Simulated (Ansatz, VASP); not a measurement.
## Be2Si: VASP beside Ansatz

The input INCAR:

```
PREC = Accurate
ENCUT = 600
EDIFF = 1E-6
ISMEAR = -1
SIGMA = 0.13605693122994
LREAL = False
LASPH = True
NELM = 120
ALGO = Normal
ISIF = 2
LWAVE = False
LCHARG = False
GGA = PE
NBANDS = 11
GGA_COMPAT = False
```

Contents of KPOINTS:

```
Automatic mesh
0
Gamma
  8 8 8
```

File POSCAR:

```
Be2Si
1.0
    0.0000000000      2.6400000000      2.6400000000
    2.6400000000      0.0000000000      2.6400000000
    2.6400000000      2.6400000000      0.0000000000
Be Si
2 1
Direct
    0.7500000000      0.7500000000      0.7500000000
    0.2500000000      0.2500000000      0.2500000000
    0.0000000000      0.0000000000      0.0000000000
```

Input for Ansatz:

```yaml
crystal:
  lattice:
    - [0.0, 2.64, 2.64]
    - [2.64, 0.0, 2.64]
    - [2.64, 2.64, 0.0]
  atoms:
    - { symbol: Be, position: [0.75, 0.75, 0.75] }
    - { symbol: Be, position: [0.25, 0.25, 0.25] }
    - { symbol: Si, position: [0.0, 0.0, 0.0] }
basis:
  ecutwfc: 420
  precision: f64
kpoints:
  mp_grid: { grid: [8, 8, 8] }
hamiltonian:
  xc: pbe
scf:
  occupations: { method: fermi_dirac, width: "0.01 Ry" }
  max_iter: 30
  convergence: { dr2_threshold: "1e-10 eV" }
output:
  forces: true
  stress: true
  eigenvalues: true
```

Alike in both runs: task single point; functional PBE; k mesh 8 × 8 × 8; no spin polarisation.

|  | VASP | Ansatz |
| --- | --- | --- |
| version | VASP 6.6.1 | Ansatz 0.2.0 |
| potentials or method | VASP PAW PBE potentials, release 64 (Be, Si), cutoff 600 eV | scalar-relativistic, plane waves, PAW |
| occupations | fermi-dirac, width 0.136057 eV | fermi-dirac |
| valence electrons in the cell | 8 | 8 |

|  | VASP | Ansatz | Ansatz less VASP |
| --- | --- | --- | --- |
| gap on the k mesh at the Fermi level (eV) | none | none | - |
| pressure (GPa) | 0.3 | 0.2 | -0.07 |

A gap of «none» marks a metal or a gap that the smearing closes.
